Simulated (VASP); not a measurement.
# NiN2 (Fm-3m) in VASP: further runs, part 3 of 3

VASP 6.6.1. Earlier steps stand in the parts before.

## (5) Single point, PBE

Contents of INCAR:

```
  ALGO = Normal
  EDIFF = 1E-6
  ENCUT = 600
  GGA = PE
  GGA_COMPAT = False
  ISIF = 2
  ISMEAR = 0
  LASPH = True
  LCHARG = False
  LREAL = False
  LWAVE = False
  NBANDS = 17
  NELM = 120
  PREC = Accurate
  SIGMA = 0.1
```

Contents of KPOINTS:

```
k-points
0
Gamma
  18 18 18
```

Contents of POSCAR:

```
NiN2
1.0
    0.0000000000      2.3299953372      2.3299953372
    2.3299953372      0.0000000000      2.3299953372
    2.3299953372      2.3299953372      0.0000000000
Ni N
1 2
Direct
    0.0000000000      0.0000000000      0.0000000000
    0.2500000000      0.2500000000      0.2500000000
    0.7500000000      0.7500000000      0.7500000000
```

Potentials or basis: VASP PAW PBE potentials, release 64 (Ni, N).

Launch:

```sh
> cat potpaw_PBE.64/Ni/POTCAR potpaw_PBE.64/N/POTCAR > POTCAR
> mpirun -np 1 vasp_std > vasp.out
```

OUTCAR:

```text
EDIFF = 1E-6
   ENCUT = 600
   GGA = PE
   ISIF = 2
   ISMEAR = 0
   LASPH = True
   LREAL = False
   NELM = 120
   PREC = Accurate

 ion  position               nearest neighbor table
   1  0.000  0.000  0.000-   2 2.02   3 2.02   3 2.02   3 2.02   3 2.02   2 2.02   2 2.02   2 2.02

   2  0.250  0.250  0.250-   1 2.02   1 2.02   1 2.02   1 2.02
   3  0.750  0.750  0.750-   1 2.02   1 2.02   1 2.02   1 2.02

  LATTYP: Found a face centered cubic cell.
 ALAT       =     4.6599906744

  Lattice vectors:

 A1 = (   0.0000000000,   2.3299953372,   2.3299953372)
 A2 = (   2.3299953372,   0.0000000000,   2.3299953372)
 A3 = (   2.3299953372,   2.3299953372,   0.0000000000)

Analysis of symmetry for initial positions (statically):
=====================================================================
 Subroutine PRICEL returns:
 Original cell was already a primitive cell.

 Routine SETGRP: Setting up the symmetry group for a
 face centered cubic supercell.

 Subroutine GETGRP returns: Found 48 space group operations
 (whereof 48 operations were pure point group operations)
 out of a pool of 48 trial point group operations.

The static configuration has the point symmetry O_h .

Analysis of symmetry for dynamics (positions and initial velocities):
=====================================================================
 Subroutine PRICEL returns:
 Original cell was already a primitive cell.

 Routine SETGRP: Setting up the symmetry group for a
 face centered cubic supercell.

 Subroutine GETGRP returns: Found 48 space group operations
 (whereof 48 operations were pure point group operations)
 out of a pool of 48 trial point group operations.

The dynamic configuration has the point symmetry O_h .

 Subroutine INISYM returns: Found 48 space group operations
 (whereof 48 operations are pure point group operations),
 and found     1 'primitive' translations

----------------------------------------------------------------------------------------

                                     Primitive cell

  volume of cell :      25.2985

  direct lattice vectors                    reciprocal lattice vectors
     0.000000000  2.329995337  2.329995337    -0.214592704  0.214592704  0.214592704
     2.329995337  0.000000000  2.329995337     0.214592704 -0.214592704  0.214592704
     2.329995337  2.329995337  0.000000000     0.214592704  0.214592704 -0.214592704

  length of vectors
     3.295111006  3.295111006  3.295111006     0.371685466  0.371685466  0.371685466

  position of ions in fractional coordinates (direct lattice)
     0.000000000  0.000000000  0.000000000
     0.250000000  0.250000000  0.250000000
     0.750000000  0.750000000  0.750000000

  ion indices of the primitive-cell ions
   primitive index   ion index
                 1           1
                 2           2
                 3           3

----------------------------------------------------------------------------------------

 KPOINTS: k-points

Automatic generation of k-mesh.
 Grid dimensions read from file:
 generate k-points for:   18   18   18

 Generating k-lattice:

  Cartesian coordinates                     Fractional coordinates (reciprocal lattice)
    -0.011921817  0.011921817  0.011921817     0.055555556  0.000000000  0.000000000
     0.011921817 -0.011921817  0.011921817     0.000000000  0.055555556  0.000000000
     0.011921817  0.011921817 -0.011921817     0.000000000  0.000000000  0.055555556

  Length of vectors
     0.020649193  0.020649193  0.020649193

  Shift w.r.t. Gamma in fractional coordinates (k-lattice)
     0.000000000  0.000000000  0.000000000

 Subroutine IBZKPT returns following result:
 ===========================================

 Found    195 irreducible k-points:

 Following reciprocal coordinates:
            Coordinates               Weight
  0.000000  0.000000  0.000000      1.000000
  0.055556  0.000000  0.000000      8.000000
  0.111111  0.000000  0.000000      8.000000
  0.166667  0.000000  0.000000      8.000000
  0.222222  0.000000  0.000000      8.000000
  0.277778  0.000000  0.000000      8.000000
[... 16 lines left out ...]
 -0.277778  0.055556  0.000000     24.000000
 -0.222222  0.055556  0.000000     24.000000
 [... further k-points ...]
   k-points           NKPTS =    195   k-points in BZ     NKDIM =    195   number of bands    NBANDS=     17
   number of dos      NEDOS =    301   number of ions     NIONS =      3
   total plane-waves  NPLWV =  21952
   dimension x,y,z NGX =    28 NGY =   28 NGZ =   28
   dimension x,y,z NGXF=    56 NGYF=   56 NGZF=   56
   ions per type =               1   2
   NGX,Y,Z   is equivalent  to a cutoff of  14.13, 14.13, 14.13 a.u.
   NGXF,Y,Z  is equivalent  to a cutoff of  28.25, 28.25, 28.25 a.u.
 SYSTEM =  unknown system
   PREC   = accura    normal or accurate (medium, high low for compatibility)
   ISTART =      0    job   : 0-new  1-cont  2-samecut
   ICHARG =      2    charge: 1-file 2-atom 10-const
   ISPIN  =      1    spin polarized calculation?
   LNONCOLLINEAR =      F non collinear calculations
   LSORBIT =      F    spin-orbit coupling
   LASPH  =      T    aspherical Exc in radial PAW
   ENCUT  =  600.0 eV  44.10 Ry    6.64 a.u.   6.58  6.58  6.58*2*pi/ulx,y,z
   NELM   =    120;   NELMIN=  2; NELMDL= -5     # of ELM steps
   EDIFF  = 0.1E-05   stopping-criterion for ELM
   LREAL  =      F    real-space projection
   EDIFFG = 0.1E-04   stopping-criterion for IOM
   NSW    =      0    number of steps for IOM
   IBRION =     -1    ionic relax: 0-MD 1-quasi-New 2-CG
   NFREE  =      0    steps in history (QN), initial steepest desc. (CG)
   ISIF   =      2    stress and relaxation
   ISYM   =      2    0-nonsym 1-usesym 2-fastsym
   POTIM  = 0.5000    time-step for ionic-motion
   TEBEG  =    0.0;   TEEND  =   0.0 temperature during run
   PSTRESS=    0.0 pullay stress
   NELECT =      20.0000    total number of electrons
   NUPDOWN=      -1.0000    fix difference up-down
   EMIN   =  10.00;   EMAX   =-10.00  energy-range for DOS
   EFERMI =   0.00;   METHOD = LEGACY
   ISMEAR =     0;   SIGMA  =   0.10  broadening in eV -4-tet -1-fermi 0-gaus
   EFERMI_NEDOS =   21; number of points for ismear=-14 and -15
   IALGO  =     38    algorithm
   IMIX   =      4    mixing-type and parameters
     AMIX     =   0.40;   BMIX     =  1.00
     AMIX_MAG =   1.60;   BMIX_MAG =  1.00
  volume/ion in A,a.u.               =       8.43        56.91
  Fermi-wavevector in a.u.,A,eV,Ry     =   1.513746  2.860566 31.176771  2.291428
  Thomas-Fermi vector in A             =   2.623496
   LORBIT       =      0    0 simple, 1 ext, 2 COOP (PROOUT), +10 PAW based schemes
   GGA     = PE    functional components
   LHFCALC =     F    Hartree Fock is set to
   AEXX    =    0.0000 exact exchange contribution
   IVDW    =     0    specifies the selected vdW correction
   LEPSILON=     F    determine dielectric tensor
   LRPA    =     F    only Hartree local field effects (RPA)
 non-spin polarized calculation
 Gauss-broadening in eV      SIGMA  =   0.10
  energy-cutoff  :      600.00
  volume of cell :       25.30
 maximum number of plane-waves:       872
   NGX = 13   NGY = 13   NGZ = 13

 number of electron      20.0000003 magnetization

 Free energy of the ion-electron system (eV)
  ---------------------------------------------------
  ext. energy  EPLUGINS =         0.00000000
  ---------------------------------------------------
  free energy    TOTEN  =       -17.94503972 eV

  energy without entropy =      -17.94066465  energy(sigma->0) =      -17.94285219

 E-fermi :   7.3013     XC(G=0): -12.6513

 val. band max:        7.2964341121   @ k =   0.1111   0.1111   0.0000
 cond. band min:       7.3041644556   @ k =   0.5000   0.1111   0.0000
 fundamental gap:      0.0077303434
 Fermi energy:         7.3013053661

 k-point     1 :       0.0000    0.0000    0.0000
  band No.  band energies     occupation
      1     -10.7333      2.00000
      2      -3.1251      2.00000
      3       0.9880      2.00000
      4       0.9880      2.00000
      5       0.9880      2.00000
      6       4.6488      2.00000
[... 9 lines left out ...]
     16      18.7010      0.00000
     17      18.7010      0.00000
[... 443 lines left out ...]
      1      -9.8615      2.00000
      2      -4.8478      2.00000
      3       1.2763      2.00000
      4       1.5049      2.00000
      5       3.0724      2.00000
      6       4.1451      2.00000
[... 9 lines left out ...]
     16      20.4699      0.00000
     17      21.1247      0.00000

 [... further k-points ...]

------------------------ aborting loop because EDIFF is reached ----------------------------------------

  FORCE on cell =-STRESS in cart. coord.  units (eV):
  Direction    XX          YY          ZZ          XY          YZ          ZX
  --------------------------------------------------------------------------------------
  -------------------------------------------------------------------------------------
  Total       -0.0032844     -0.0032844     -0.0032844      0.0000000     -0.0000000      0.0000000
  in kB       -0.2080013     -0.2080013     -0.2080013      0.0000000     -0.0000000      0.0000000
  external PRESSURE =      -0.2080013 kB  Pullay stress =       0.0000000 kB

 VOLUME and BASIS-vectors are now :
 -----------------------------------------------------------------------------
  energy-cutoff  :      600.00
  volume of cell :       25.30
      direct lattice vectors                 reciprocal lattice vectors
     0.000000000  2.329995337  2.329995337    -0.214592704  0.214592704  0.214592704
     2.329995337  0.000000000  2.329995337     0.214592704 -0.214592704  0.214592704
     2.329995337  2.329995337  0.000000000     0.214592704  0.214592704 -0.214592704

 POSITION                                       TOTAL-FORCE (eV/Angst)
 -----------------------------------------------------------------------------------
      0.00000      0.00000      0.00000        -0.000000     -0.000000      0.000000
      1.16500      1.16500      1.16500        -0.000000     -0.000000      0.000000
      3.49499      3.49499      3.49499         0.000000      0.000000     -0.000000
 -----------------------------------------------------------------------------------
    total drift:                               -0.000000     -0.000000      0.000000

  FREE ENERGIE OF THE ION-ELECTRON SYSTEM (eV)
  ---------------------------------------------------
  free  energy   TOTEN  =       -17.9450397212 eV

  energy  without entropy=      -17.9406646493  energy(sigma->0) =      -17.94285219
```

stdout:

```text
POSCAR found type information on POSCAR NiN
 POSCAR found :  2 types and       3 ions
 scaLAPACK will be used
 LDA part: xc-table for (Slater+PW92), standard interpolation
 POSCAR, INCAR and KPOINTS ok, starting setup
 FFT: planning ... GRIDC
 FFT: planning ... GRID_SOFT
 FFT: planning ... GRID
 WAVECAR not read
 entering main loop
```

It took 4.4 min on 1 thread of Intel Xeon 8259CL, shared host; peak memory 0.24 GiB.

Results:

* Free energy: -17.9450 eV
* Pressure: 0.0 GPa
* Band gap on the k mesh: zero (bands 10 and 11 overlap by 0.99 eV)

Caveat: the run has no spin polarisation, though such a crystal can be magnetic. With open d or f shells a metallic result of PBE can be an artefact of self-interaction; +U or a hybrid may open a gap.

## (6) Relaxation of cell and atoms, PBE

Contents of INCAR:

```
SYSTEM = NiN2
PREC = Accurate ; ENCUT = 600
EDIFF = 1E-7 ; ISMEAR = 0
SIGMA = 0.1 ; LREAL = .False.
LASPH = .True. ; NELM = 120
ALGO = Normal ; ISIF = 3
LWAVE = .False. ; LCHARG = .False.
GGA = PE ; IBRION = 2
NSW = 100 ; EDIFFG = -0.01
GGA_COMPAT = .False. ; NELMIN = 4
```

Contents of KPOINTS:

```
regular mesh
0
Gamma
  18 18 18
  0 0 0
```

Contents of POSCAR:

```
NiN2
1.0
    0.0000000000      2.3286430234      2.3286430234
    2.3286430234      0.0000000000      2.3286430234
    2.3286430234      2.3286430234      0.0000000000
Ni N
1 2
Direct
    0.0000000000      0.0000000000      0.0000000000
    0.2500000000      0.2500000000      0.2500000000
    0.7500000000      0.7500000000      0.7500000000
```

Potentials or basis: VASP PAW PBE potentials, release 64 (Ni, N).

Launch:

```sh
> cat potpaw_PBE.64/Ni/POTCAR potpaw_PBE.64/N/POTCAR > POTCAR
> mpirun -np 1 vasp_std > vasp.out
```

Run time: 6.5 min. Hardware: 1 thread of Intel Xeon 8259CL, shared host; peak memory 0.23 GiB.

The run converged. Its results:

```
Free energy                           : -17.9449 eV
Relaxed volume                        : 8.43 Å³/atom
Relaxed cell                          : a = 3.295 Å, b = 3.295 Å, c = 3.295 Å, α = 60.00°, β = 60.00°, γ = 60.00°
Space group after relaxing (to 0.1 Å) : Fm-3m (No. 225)
Energy gained by relaxing             : 0.0 meV/atom
Ionic steps                           : 3
Pressure after relaxing               : 0.0 GPa
Band gap on the k mesh                : zero (bands 10 and 11 overlap by 0.99 eV)
```

Final structure:
```xyz
3
Lattice="0.0000 2.3299 2.3299 2.3299 0.0000 2.3299 2.3299 2.3299 0.0000" Properties=species:S:1:pos:R:3 pbc="T T T"
Ni    0.0000    0.0000    0.0000
N     1.1650    1.1650    1.1650
N     3.4949    3.4949    3.4949
```

Levels at points of the mesh, in eV from the Fermi level:
```tsv
k point	band 7	band 8	band 9	band 10	band 11	band 12	band 13	band 14
(0.00, 0.00, 0.00)	-2.65	0.44	0.44	0.44	1.41	1.41	1.41	10.32
(0.50, 0.00, 0.00)	-2.52	-2.35	-2.35	-2.22	-0.55	1.61	1.61	12.21
(0.50, 0.50, 0.00)	-3.42	-2.36	-2.05	-1.06	2.12	2.78	2.78	8.69
```

Caveat: the run has no spin polarisation, though such a crystal can be magnetic. Spin polarisation is off, so any magnetic state and its effect on volume and gap are missing.

## (7) Single point, PBE

This run uses another cell than the first one: it holds 6 atoms, not 3.

Contents of INCAR:

```
SYSTEM = NiN2
PREC     = Accurate       ! precision mode
ENCUT    = 600            ! plane-wave cutoff, eV
EDIFF    = 1E-6           ! SCF threshold, eV
ISMEAR   = 0              ! smearing method
SIGMA    = 0.1            ! smearing width, eV
LREAL    = .False.        ! projectors in reciprocal space
LASPH    = .True.         ! aspherical terms in the spheres
NELM     = 120            ! most SCF steps
ALGO     = Normal         ! electronic algorithm
ISIF     = 2              ! what is computed and relaxed
LWAVE    = .False.        ! write WAVECAR
LCHARG   = .False.        ! write CHGCAR
GGA      = PE             ! functional
NBANDS   = 29             ! bands
GGA_COMPAT= .False.
```

Contents of KPOINTS:

```
regular mesh
0
Gamma
  12 12 12
  0 0 0
```

Contents of POSCAR:

```
NiN2
1.0
    0.0000000000     -2.3299953372     -2.3299953372
   -2.3299953372      0.0000000000     -2.3299953372
    2.3299953372      2.3299953372     -4.6599906744
Ni N
2 4
Direct
    1.0000000000      1.0000000000      0.0000000000
    0.5000000000      0.5000000000      0.5000000000
    0.6250000000      0.6250000000      0.1250000000
    0.1250000000      0.1250000000      0.6250000000
    0.8750000000      0.8750000000      0.3750000000
    0.3750000000      0.3750000000      0.8750000000
```

Potentials or basis: VASP PAW PBE potentials, release 64 (Ni, N).

Launch:

```sh
> cat potpaw_PBE.64/Ni/POTCAR potpaw_PBE.64/N/POTCAR > POTCAR
> mpirun -np 1 vasp_std > vasp.out
```

OUTCAR:

```text
SYSTEM = NiN2
   PREC = Accurate
   ENCUT = 600
   EDIFF = 1E-6
   ISMEAR = 0
   LREAL = .False.
   LASPH = .True.
   NELM = 120
   ISIF = 2
   GGA = PE

 ion  position               nearest neighbor table
   1  0.000  0.000  0.000-   3 2.02   3 2.02   3 2.02   4 2.02   5 2.02   6 2.02   6 2.02   6 2.02

   2  0.500  0.500  0.500-   4 2.02   4 2.02   3 2.02   4 2.02   5 2.02   6 2.02   5 2.02   5 2.02

   3  0.625  0.625  0.125-   1 2.02   2 2.02   1 2.02   1 2.02
   4  0.125  0.125  0.625-   1 2.02   2 2.02   2 2.02   2 2.02
[... 992 lines left out ...]
  -------------------------------------------------------------------------------------
  Total       -0.0281228     -0.0281228     -0.0281228      0.0001760     -0.0001760     -0.0001760
  in kB       -0.8905194     -0.8905194     -0.8905194      0.0055746     -0.0055746     -0.0055746
  external PRESSURE =      -0.8905194 kB  Pullay stress =       0.0000000 kB

 VOLUME and BASIS-vectors are now :
 -----------------------------------------------------------------------------
  energy-cutoff  :      600.00
  volume of cell :       50.60
      direct lattice vectors                 reciprocal lattice vectors
     0.000000000 -2.329995337 -2.329995337     0.107296352 -0.321889056 -0.107296352
    -2.329995337  0.000000000 -2.329995337    -0.321889056  0.107296352 -0.107296352
     2.329995337  2.329995337 -4.659990674     0.107296352  0.107296352 -0.107296352

 POSITION                                       TOTAL-FORCE (eV/Angst)
 -----------------------------------------------------------------------------------
      0.00000      0.00000      0.00000         0.000000      0.000000      0.000000
      0.00000      0.00000     -4.65999        -0.000000     -0.000000      0.000000
     -1.16500     -1.16500     -3.49499        -0.003035     -0.003035      0.003035
      1.16500      1.16500     -3.49499        -0.003035     -0.003035      0.003035
     -1.16500     -1.16500     -5.82499         0.003035      0.003035     -0.003035
      1.16500      1.16500     -5.82499         0.003035      0.003035     -0.003035
 -----------------------------------------------------------------------------------
    total drift:                                0.000000     -0.000000     -0.000000

  FREE ENERGIE OF THE ION-ELECTRON SYSTEM (eV)
  ---------------------------------------------------
  free  energy   TOTEN  =       -35.8895775719 eV

  energy  without entropy=      -35.8800328051  energy(sigma->0) =      -35.88480519
```

It took 13 min on 1 thread of Intel Xeon 8259CL, shared host; peak memory 0.39 GiB.

What came out:

```
Free energy            : -35.8896 eV
Pressure               : -0.1 GPa
Band gap on the k mesh : zero (bands 20 and 21 overlap by 0.99 eV)
```

Caveat: the run has no spin polarisation, though such a crystal can be magnetic. Spin polarisation is off, so any magnetic state and its effect on volume and gap are missing.

## (8) Overview

```csv
task,cell,k mesh,gap on the mesh (eV),pressure (GPa),relaxed volume (Å³/atom)
single point,"a = 3.293 Å, angles 60.0°, 3 atoms, atomic positions A",6 × 6 × 6,none,-0.1,-
relaxation of cell and atoms,"relaxed from a = 3.207 Å, angles 60.0°, 3 atoms, atomic positions A",6 × 6 × 6,none,-0.3,8.43
single point,"a = 3.295 Å, angles 60.0°, 3 atoms, atomic positions A",18 × 18 × 18,none,0.0,-
relaxation of cell and atoms,"relaxed from a = 3.293 Å, angles 60.0°, 3 atoms, atomic positions A",18 × 18 × 18,none,0.0,8.43
single point,"a = 3.295, b = 3.295, c = 5.707 Å, angles 73.2, 73.2, 60.0°, 6 atoms, atomic positions B",12 × 12 × 12,none,-0.1,-
```

Alike in all rows: level PBE; potentials or basis VASP PAW PBE potentials, release 64 (Ni, N); no spin polarisation; cutoff (eV) 600; smearing gaussian 0.1 eV.

Caveats: some runs use coarse meshes; the run has no spin polarisation, though such a crystal can be magnetic.

Total energies depend on the potentials used, so only differences within one code and one set of settings carry meaning.

The gap in the log of VASP goes by the Fermi energy; the results here count the filled bands.